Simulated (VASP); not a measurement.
# WSe2 (P-3m1) in VASP: further runs

The runs below take WSe2 through single point, with PBEsol+D3(BJ).

All numbers are computed with VASP 6.6.1; they aren't measurements. Logs are shortened: lines on timing, memory, paths and dates and some standing lists are left out, and cuts for length are marked.

### Step 1. The cell of the first run

The typed cell holds 6 atoms: a = 3.231 Å, b = 3.231 Å, c = 12.417 Å, α = 90.00°, β = 90.00°, γ = 120.00°.

### Step 2. Single point, PBEsol+D3(BJ)

Contents of INCAR:

```
PREC     = Accurate       # precision mode
ENCUT    = 520            # plane-wave cutoff, eV
EDIFF    = 1E-6           # SCF threshold, eV
ISMEAR   = 0              # smearing method
SIGMA    = 0.02           # smearing width, eV
LREAL    = F              # projectors in reciprocal space
LASPH    = T              # aspherical terms in the spheres
NELM     = 100            # most SCF steps
ALGO     = Normal         # electronic algorithm
ISIF     = 2              # what is computed and relaxed
LWAVE    = F              # write WAVECAR
LCHARG   = F              # write CHGCAR
GGA      = PS             # functional
IVDW     = 12             # dispersion correction
NBANDS   = 35             # bands
```

Contents of KPOINTS:

```
Automatic mesh
0
Gamma
  12 12 4
```

Contents of POSCAR:

```
WSe2
1.0
    3.2308827662      0.0000000000      0.0000000000
   -1.6154413831      2.7980265521      0.0000000000
    0.0000000000      0.0000000000     12.4170369260
W Se
2 4
Direct
    0.6666666667      0.3333333333      0.2499165697
    0.3333333333      0.6666666667      0.7500834303
    0.3333333333      0.6666666667      0.3852930382
    0.6666666667      0.3333333333      0.8854497824
    0.3333333333      0.6666666667      0.1145502176
    0.6666666667      0.3333333333      0.6147069618
```

Potentials or basis: VASP PAW PBE potentials, release 64 (W_sv, Se).

Launch:

```sh
$ cat potpaw_PBE.64/W_sv/POTCAR potpaw_PBE.64/Se/POTCAR > POTCAR
$ mpirun -np 1 vasp_std > vasp.out
```

OUTCAR:

```text
PREC = Accurate
   ENCUT = 520
   EDIFF = 1E-6
   ISMEAR = 0
   LREAL = F
   LASPH = T
   NELM = 100
   ISIF = 2
   GGA = PS
   IVDW = 12
 IVDW          = 12

 ion  position               nearest neighbor table
   1  0.667  0.333  0.250-   5 2.51   5 2.51   5 2.51   3 2.51   3 2.51   3 2.51
   2  0.333  0.667  0.750-   4 2.51   4 2.51   4 2.51   6 2.51   6 2.51   6 2.51
   3  0.333  0.667  0.385-   1 2.51   1 2.51   1 2.51
   4  0.667  0.333  0.885-   2 2.51   2 2.51   2 2.51
   5  0.333  0.667  0.115-   1 2.51   1 2.51   1 2.51
   6  0.667  0.333  0.615-   2 2.51   2 2.51   2 2.51

  LATTYP: Found a hexagonal cell.
 ALAT       =     3.2308827662
 C/A-ratio  =     3.8432335137

  Lattice vectors:

 A1 = (   3.2308827662,   0.0000000000,   0.0000000000)
 A2 = (  -1.6154413831,   2.7980265521,   0.0000000000)
 A3 = (   0.0000000000,   0.0000000000,  12.4170369260)

Analysis of symmetry for initial positions (statically):
=====================================================================
 Subroutine PRICEL returns:
 Original cell was already a primitive cell.

 Routine SETGRP: Setting up the symmetry group for a
 hexagonal supercell.

 Subroutine GETGRP returns: Found 12 space group operations
 (whereof 12 operations were pure point group operations)
 out of a pool of 24 trial point group operations.

The static configuration has the point symmetry D_3d.

Analysis of symmetry for dynamics (positions and initial velocities):
=====================================================================
 Subroutine PRICEL returns:
 Original cell was already a primitive cell.

 Routine SETGRP: Setting up the symmetry group for a
 hexagonal supercell.

 Subroutine GETGRP returns: Found 12 space group operations
 (whereof 12 operations were pure point group operations)
 out of a pool of 24 trial point group operations.

The dynamic configuration has the point symmetry D_3d.

 Subroutine INISYM returns: Found 12 space group operations
 (whereof 12 operations are pure point group operations),
 and found     1 'primitive' translations

----------------------------------------------------------------------------------------

                                     Primitive cell

  volume of cell :     112.2512

  direct lattice vectors                    reciprocal lattice vectors
     3.230882766  0.000000000  0.000000000     0.309512933  0.178697375  0.000000000
    -1.615441383  2.798026552  0.000000000     0.000000000  0.357394750  0.000000000
     0.000000000  0.000000000 12.417036926     0.000000000  0.000000000  0.080534511

  length of vectors
     3.230882766  3.230882766 12.417036926     0.357394750  0.357394750  0.080534511

  position of ions in fractional coordinates (direct lattice)
     0.666666667  0.333333333  0.249916570
     0.333333333  0.666666667  0.750083430
     0.333333333  0.666666667  0.385293038
     0.666666667  0.333333333  0.885449782
     0.333333333  0.666666667  0.114550218
     0.666666667  0.333333333  0.614706962

  ion indices of the primitive-cell ions
   primitive index   ion index
                 1           1
                 2           2
                 3           3
                 4           4
                 5           5
                 6           6

----------------------------------------------------------------------------------------

 KPOINTS: Automatic mesh

Automatic generation of k-mesh.
 Grid dimensions read from file:
 generate k-points for:   12   12    4

 Generating k-lattice:

  Cartesian coordinates                     Fractional coordinates (reciprocal lattice)
     0.025792744  0.014891448  0.000000000     0.083333333  0.000000000  0.000000000
     0.000000000  0.029782896  0.000000000     0.000000000  0.083333333  0.000000000
     0.000000000  0.000000000  0.020133628     0.000000000  0.000000000  0.250000000

  Length of vectors
     0.029782896  0.029782896  0.020133628

  Shift w.r.t. Gamma in fractional coordinates (k-lattice)
     0.000000000  0.000000000  0.000000000

 Subroutine IBZKPT returns following result:
 ===========================================

 Found     69 irreducible k-points:

 Following reciprocal coordinates:
            Coordinates               Weight
  0.000000  0.000000  0.000000      1.000000
  0.083333  0.000000  0.000000      6.000000
  0.166667  0.000000  0.000000      6.000000
  0.250000 -0.000000  0.000000      6.000000
  0.333333  0.000000  0.000000      6.000000
  0.416667  0.000000  0.000000      6.000000
[... 16 lines left out ...]
  0.166667  0.000000  0.250000      6.000000
  0.000000  0.166667  0.250000      6.000000
 [... further k-points ...]
   k-points           NKPTS =     69   k-points in BZ     NKDIM =     69   number of bands    NBANDS=     35
   number of dos      NEDOS =    301   number of ions     NIONS =      6
   total plane-waves  NPLWV =  55296
   dimension x,y,z NGX =    24 NGY =   24 NGZ =   96
   dimension x,y,z NGXF=    48 NGYF=   48 NGZF=  192
   ions per type =               2   4
   NGX,Y,Z   is equivalent  to a cutoff of  12.35, 12.35, 12.85 a.u.
   NGXF,Y,Z  is equivalent  to a cutoff of  24.70, 24.70, 25.71 a.u.
 SYSTEM =  unknown system
   PREC   = accura    normal or accurate (medium, high low for compatibility)
   ISTART =      0    job   : 0-new  1-cont  2-samecut
   ICHARG =      2    charge: 1-file 2-atom 10-const
   ISPIN  =      1    spin polarized calculation?
   LNONCOLLINEAR =      F non collinear calculations
   LSORBIT =      F    spin-orbit coupling
   LASPH  =      T    aspherical Exc in radial PAW
   ENCUT  =  520.0 eV  38.22 Ry    6.18 a.u.   6.01  6.01 23.09*2*pi/ulx,y,z
   NELM   =    100;   NELMIN=  2; NELMDL= -5     # of ELM steps
   EDIFF  = 0.1E-05   stopping-criterion for ELM
   LREAL  =      F    real-space projection
   EDIFFG = 0.1E-04   stopping-criterion for IOM
   NSW    =      0    number of steps for IOM
   IBRION =     -1    ionic relax: 0-MD 1-quasi-New 2-CG
   NFREE  =      0    steps in history (QN), initial steepest desc. (CG)
   ISIF   =      2    stress and relaxation
   ISYM   =      2    0-nonsym 1-usesym 2-fastsym
   POTIM  = 0.5000    time-step for ionic-motion
   TEBEG  =    0.0;   TEEND  =   0.0 temperature during run
   PSTRESS=    0.0 pullay stress
   NELECT =      52.0000    total number of electrons
   NUPDOWN=      -1.0000    fix difference up-down
   EMIN   =  10.00;   EMAX   =-10.00  energy-range for DOS
   EFERMI =   0.00;   METHOD = LEGACY
   ISMEAR =     0;   SIGMA  =   0.02  broadening in eV -4-tet -1-fermi 0-gaus
   EFERMI_NEDOS =   21; number of points for ismear=-14 and -15
   IALGO  =     38    algorithm
   IMIX   =      4    mixing-type and parameters
     AMIX     =   0.40;   BMIX     =  1.00
     AMIX_MAG =   1.60;   BMIX_MAG =  1.00
  volume/ion in A,a.u.               =      18.71       126.25
  Fermi-wavevector in a.u.,A,eV,Ry     =   1.266715  2.393744 21.831461  1.604567
  Thomas-Fermi vector in A             =   2.399901
   LORBIT       =      0    0 simple, 1 ext, 2 COOP (PROOUT), +10 PAW based schemes
   GGA     = PS    functional components
   LHFCALC =     F    Hartree Fock is set to
   AEXX    =    0.0000 exact exchange contribution
   IVDW    =    12    specifies the selected vdW correction
   LEPSILON=     F    determine dielectric tensor
   LRPA    =     F    only Hartree local field effects (RPA)
 non-spin polarized calculation
 Gauss-broadening in eV      SIGMA  =   0.02
  energy-cutoff  :      520.00
  volume of cell :      112.25
 maximum number of plane-waves:      3084
   NGX = 13   NGY = 13   NGZ = 47

 number of electron      52.0000015 magnetization

 Free energy of the ion-electron system (eV)
  ---------------------------------------------------
  ext. energy  EPLUGINS =         0.00000000
  ---------------------------------------------------
  free energy    TOTEN  =       -46.43341683 eV

  energy without entropy =      -46.43341683  energy(sigma->0) =      -46.43341683

 E-fermi :   7.2363     XC(G=0): -11.3874

 val. band max:        7.1575550046   @ k =   0.0000   0.0000   0.0000
 cond. band min:       7.8585436939   @ k =   0.1667   0.1667   0.0000
 fundamental gap:      0.7009886894
 Fermi energy:         7.2363469570

 k-point     1 :       0.0000    0.0000    0.0000
  band No.  band energies     occupation
      1     -67.1531      2.00000
      2     -67.1530      2.00000
      3     -31.4509      2.00000
      4     -31.4508      2.00000
      5     -31.2638      2.00000
      6     -31.2638      2.00000
[... 27 lines left out ...]
     34      10.2165      0.00000
     35      11.9009      0.00000

 k-point     2 :       0.0833    0.0000    0.0000
  band No.  band energies     occupation
      1     -67.1522      2.00000
      2     -67.1521      2.00000
      3     -31.4471      2.00000
      4     -31.4470      2.00000
      5     -31.2834      2.00000
      6     -31.2834      2.00000
[... 27 lines left out ...]
     34      10.1374      0.00000
     35      12.5488      0.00000

 k-point     3 :       0.1667    0.0000    0.0000
  band No.  band energies     occupation
      1     -67.1497      2.00000
      2     -67.1497      2.00000
      3     -31.4368      2.00000
      4     -31.4367      2.00000
      5     -31.3364      2.00000
      6     -31.3364      2.00000
[... 27 lines left out ...]
     34      10.6373      0.00000
     35      13.4735      0.00000
[... 723 lines left out ...]
 k-point    23 :       0.1667    0.0000    0.2500
  band No.  band energies     occupation
      1     -67.1497      2.00000
      2     -67.1497      2.00000
      3     -31.4368      2.00000
      4     -31.4368      2.00000
      5     -31.3364      2.00000
      6     -31.3364      2.00000
[... 27 lines left out ...]
     34      10.6053      0.00000
     35      13.5424      0.00000

 k-point    24 :       0.0000    0.1667    0.2500
  band No.  band energies     occupation
      1     -67.1497      2.00000
      2     -67.1497      2.00000
      3     -31.4368      2.00000
      4     -31.4368      2.00000
      5     -31.3364      2.00000
      6     -31.3364      2.00000
[... 27 lines left out ...]
     34      10.6053      0.00000
     35      13.5432      0.00000

 [... further k-points ...]

------------------------ aborting loop because EDIFF is reached ----------------------------------------

 Edisp (eV)   -2.85872

 E8    (eV) :    -1.9231

  FORCE on cell =-STRESS in cart. coord.  units (eV):
  Direction    XX          YY          ZZ          XY          YZ          ZX
  --------------------------------------------------------------------------------------
  -------------------------------------------------------------------------------------
  Total       0.28837     0.28837     0.41430     0.00000     0.00000     0.00000
  in kB       4.11597     4.11597     5.91340     0.00000     0.00000     0.00000
  external pressure =        4.72 kB  Pullay stress =        0.00 kB

 VOLUME and BASIS-vectors are now :
 -----------------------------------------------------------------------------
  energy-cutoff  :      520.00
  volume of cell :      112.25
      direct lattice vectors                 reciprocal lattice vectors
     3.230882766  0.000000000  0.000000000     0.309512933  0.178697375  0.000000000
    -1.615441383  2.798026552  0.000000000     0.000000000  0.357394750  0.000000000
     0.000000000  0.000000000 12.417036926     0.000000000  0.000000000  0.080534511

 POSITION                                       TOTAL-FORCE (eV/Angst)
 -----------------------------------------------------------------------------------
      1.61544      0.93268      3.10322         0.000000     -0.000000      0.002994
     -0.00000      1.86535      9.31381        -0.000000      0.000000     -0.002994
     -0.00000      1.86535      4.78420         0.000000     -0.000000      0.067636
      1.61544      0.93268     10.99466        -0.000000     -0.000000      0.066656
     -0.00000      1.86535      1.42237         0.000000      0.000000     -0.066656
      1.61544      0.93268      7.63284        -0.000000      0.000000     -0.067636
 -----------------------------------------------------------------------------------
    total drift:                                0.000000     -0.000000      0.000000

  FREE ENERGIE OF THE ION-ELECTRON SYSTEM (eV)
  ---------------------------------------------------
  free  energy   TOTEN  =       -49.2921339117 eV

  energy  without entropy=      -49.2921339117  energy(sigma->0) =      -49.29213391
```

Wall time 2.5 min (1 thread of Intel Xeon Platinum 8488C (Sapphire Rapids), shared host); peak memory 0.38 GiB.

What came out:

| Item | Value |
| --- | --- |
| Free energy | -49.2921 eV |
| Pressure | 0.5 GPa |
| Largest force | 0.068 eV/Å |
| Band gap on the k mesh | 0.70 eV (least direct gap 1.65 eV) |
| Dispersion energy per atom | -0.476 eV |

Forces in eV/Å, atoms in the order of the input:
```
W    0.000  0.000  0.003
W    0.000  0.000 -0.003
Se   0.000  0.000  0.068
Se   0.000  0.000  0.067
Se   0.000  0.000 -0.067
Se   0.000  0.000 -0.068
```

Stress tensor (GPa, compression positive):
```
0.41 0.00 0.00
0.00 0.41 0.00
0.00 0.00 0.59
```

Levels at points of the mesh, in eV from the valence-band top:
```tsv
k point	band 24	band 25	band 26	band 27	band 28	band 29
(0.00, 0.00, 0.00)	-1.48	-0.78	0.00	2.66	2.66	2.68
(0.50, 0.00, 0.00)	-1.47	-1.45	-1.01	2.18	2.23	2.29
(0.00, 0.00, 0.50)	-1.54	-0.19	-0.19	2.65	2.65	2.65
(0.50, 0.00, 0.50)	-1.53	-1.24	-1.24	2.25	2.25	2.54
```

Caveat: the PAW data sets were made with another functional, which shifts forces and pressure a little; spin-orbit coupling is left out, which moves the levels of the heavy elements.

### Step 3. Single point, PBEsol+D3(BJ)

Contents of INCAR:

```
SYSTEM = WSe2
PREC = Accurate
ENCUT = 520
EDIFF = 1E-6
ISMEAR = 0
SIGMA = 0.02
LREAL = .False.
LASPH = .True.
NELM = 100
ALGO = Normal
ISIF = 2
LWAVE = .False.
LCHARG = .False.
GGA = PS
IVDW = 12
NBANDS = 35
```

Contents of KPOINTS:

```
regular mesh
0
Gamma
  12 12 4
  0 0 0
```

POSCAR is that of step 2.

Potentials or basis: VASP PAW PBE potentials, release 64 (W_sv, Se).

Launch:

```sh
$ cat potpaw_PBE.64/W_sv/POTCAR potpaw_PBE.64/Se/POTCAR > POTCAR
$ mpirun -np 1 vasp_std > vasp.out
```

Wall time 2.5 min (1 thread of Intel Xeon Platinum 8488C (Sapphire Rapids), shared host); peak memory 0.38 GiB.

It converged, with:

```
Free energy                : -49.2921 eV
Pressure                   : 0.5 GPa
Largest force              : 0.068 eV/Å
Band gap on the k mesh     : 0.70 eV (least direct gap 1.65 eV)
Dispersion energy per atom : -0.476 eV
```

Forces in eV/Å, atoms in the order of the input:
```
W    0.000  0.000  0.003
W    0.000  0.000 -0.003
Se   0.000  0.000  0.068
Se   0.000  0.000  0.067
Se   0.000  0.000 -0.067
Se   0.000  0.000 -0.068
```

Stress tensor (GPa, compression positive):
```
0.41 0.00 0.00
0.00 0.41 0.00
0.00 0.00 0.59
```

Levels at points of the mesh, in eV from the valence-band top:
| k point | band 22 | band 23 | band 24 | band 25 | band 26 | band 27 | band 28 | band 29 | band 30 | band 31 |
| --- | --- | --- | --- | --- | --- | --- | --- | --- | --- | --- |
| (0.00, 0.00, 0.00) | -1.49 | -1.49 | -1.48 | -0.78 | 0.00 | 2.66 | 2.66 | 2.68 | 2.68 | 2.75 |
| (0.50, 0.00, 0.00) | -2.58 | -1.69 | -1.47 | -1.45 | -1.01 | 2.18 | 2.23 | 2.29 | 2.79 | 2.84 |
| (0.00, 0.00, 0.50) | -1.54 | -1.54 | -1.54 | -0.19 | -0.19 | 2.65 | 2.65 | 2.65 | 2.65 | 2.92 |
| (0.50, 0.00, 0.50) | -2.83 | -1.53 | -1.53 | -1.24 | -1.24 | 2.25 | 2.25 | 2.54 | 2.54 | 3.33 |

Caveat: the PAW data sets were made with another functional, which shifts forces and pressure a little; spin-orbit coupling is left out, which moves the levels of the heavy elements. A k mesh can miss the band edges.
